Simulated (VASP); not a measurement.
## SrO: single point with PBEsol

Crystal: SrO.

```
Sr O
1.0
     0.00000    2.60501    2.50081
     2.60501    0.00000    2.50081
     2.60501    2.60501    0.00000
Sr O
1 1
Direct
  0.00000 0.00000 0.00000
  0.50000 0.50000 0.50000
```

This cell differs from its parent crystal: ratio of the length along z to the lengths across it x 0.96, volume and fractional coordinates fixed.

```yaml
Program: VASP 6.6.1
Task: single point
Functional: PBEsol
Potentials_or_basis: VASP PAW PBE potentials, release 64 (Sr_sv, O)
Cutoff: 520 eV
k_mesh: 8 × 8 × 8
Occupations: gaussian, width 0.05 eV
Spin: no spin polarisation
Dipole_correction: no
Further_INCAR_settings: ALGO = Normal; EDIFF = 1e-07; NBANDS = 15
```

```yaml
Pressure: 0.1 GPa
Band_gap_on_the_k_mesh: 2.95 eV, indirect (least direct gap 3.17 eV)
```

Stress tensor (GPa, compression positive):
```
-1.93  0.00  0.00
 0.00 -1.93  0.00
 0.00  0.00  4.04
```

Levels at points of the mesh, in eV from the valence-band top:
```tsv
k point	band 4	band 5	band 6	band 7	band 8	band 9	band 10	band 11	band 12	band 13
(0.00, 0.00, 0.00)	-14.00	-13.98	-0.16	-0.16	0.00	3.68	5.96	5.96	6.27	7.98
(0.50, 0.00, 0.00)	-14.04	-12.77	-2.34	-1.28	-1.27	6.38	8.17	8.71	8.80	11.67
(0.50, 0.50, 0.00)	-14.42	-14.42	-0.36	-0.26	-0.26	2.95	7.69	10.08	10.21	11.06
(0.50, 0.00, 0.50)	-14.38	-14.31	-0.63	-0.26	-0.06	3.10	7.63	10.05	10.14	10.81
```

It took 14 s on 1 thread of Intel(R) Xeon(R) 6975P-C (Granite Rapids) (shared host), peak memory 0.17 GiB.

Caveat: the PAW data sets were made with another functional, which shifts forces and pressure a little. A k mesh can miss the band edges.
